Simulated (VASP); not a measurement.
A run of VASP 6.6.1 is set up as follows.

Contents of INCAR:

```
ALGO = Normal ; EDIFF = 1E-6
ENCUT = 520 ; GGA = PS
GGA_COMPAT = F ; ISIF = 2
ISMEAR = -1 ; LASPH = T
LCHARG = F ; LREAL = F
LWAVE = F ; NBANDS = 66
NELM = 120 ; NELMDL = -8
PREC = Accurate ; SIGMA = 0.05
```

KPOINTS

```
k-points
0
Gamma
  2 2 1
```

File POSCAR:

```
MgO
1.0
    5.8935940000      0.0000000000      0.0000000000
    2.9467970000      5.1040020000      0.0000000000
    0.0000000000      0.0000000000     19.0151240000
Mg O
12 12
Direct
    0.0000000000      0.0000000000      0.0525897175
    0.0000003525      0.4999998041      0.0525897175
    0.5000005090      0.0000000000      0.0525897175
    0.5000008615      0.4999998041      0.0525897175
    0.6875613439      0.6633618090      0.1901591596
    0.6946899475      0.1652232895      0.1945661780
    0.2035141074      0.6867356243      0.1970273767
    0.1757820106      0.1502350508      0.1826861608
    0.3695120203      0.3210421939      0.3151175875
    0.3926286920      0.8141062641      0.3093747903
    0.9066499587      0.2964144607      0.3162850792
    0.8776017678      0.8247841596      0.3760322573
    0.3333375256      0.8333264760      0.1158551477
    0.3333371731      0.3333266719      0.1158551477
    0.8333380346      0.8333264760      0.1158551477
    0.8333376821      0.3333266719      0.1158551477
    0.0176255987      0.4686518540      0.2412237753
    0.0197941639      0.0065634771      0.2470349391
    0.5143808010      0.4931620325      0.2440268073
    0.4980586980     -0.0202782052      0.2412027395
    0.7074047718      0.2051527409      0.3791981583
    0.7145622121      0.6292121359      0.3713780673
    0.2252983499      0.1086206471      0.3692324068
    0.2621236740      0.6383030414      0.3715621313
```

Potentials or basis: VASP PAW PBE potentials, release 64 (Mg, O).

Launch:

```bash
$ cat potpaw_PBE.64/Mg/POTCAR potpaw_PBE.64/O/POTCAR > POTCAR
$ mpirun -np 1 vasp_std > vasp.out
```

Predict the band gap on the k mesh.

zero (bands 48 and 49 overlap by 0.21 eV).

Estimate the largest force.

3.627 eV/Å.

Forces in eV/Å, atoms in the order of the input:
```
Mg  -0.178 -0.115  1.302
Mg   0.131  0.126  1.616
Mg   0.171 -0.011  1.486
Mg  -0.070 -0.043  1.512
Mg   0.768 -0.588 -0.572
Mg  -1.393 -0.857 -0.688
Mg  -3.174 -1.155 -1.323
Mg   1.127  1.192  0.045
Mg   0.043 -0.394  0.351
Mg  -0.255 -1.161  1.197
Mg  -0.696  1.170  0.018
Mg   1.179  0.530  0.833
O    0.028 -0.121 -1.264
O    0.133 -0.061 -1.744
O    0.197  0.152 -1.351
O    0.055 -0.161 -1.287
O    1.406  0.570  0.245
O   -0.292 -0.525 -0.296
O    0.920 -0.581  0.283
O    1.648  1.690 -0.446
O   -1.076 -0.503 -0.331
O   -0.574 -0.283 -0.498
O    0.761  0.968  0.660
O   -0.859  0.162  0.254
```

Caveat: the k points lie up to 0.62 Å⁻¹ apart; the atoms stand as in a frame of molecular dynamics; the PAW data sets were made with another functional, which shifts forces and pressure a little.
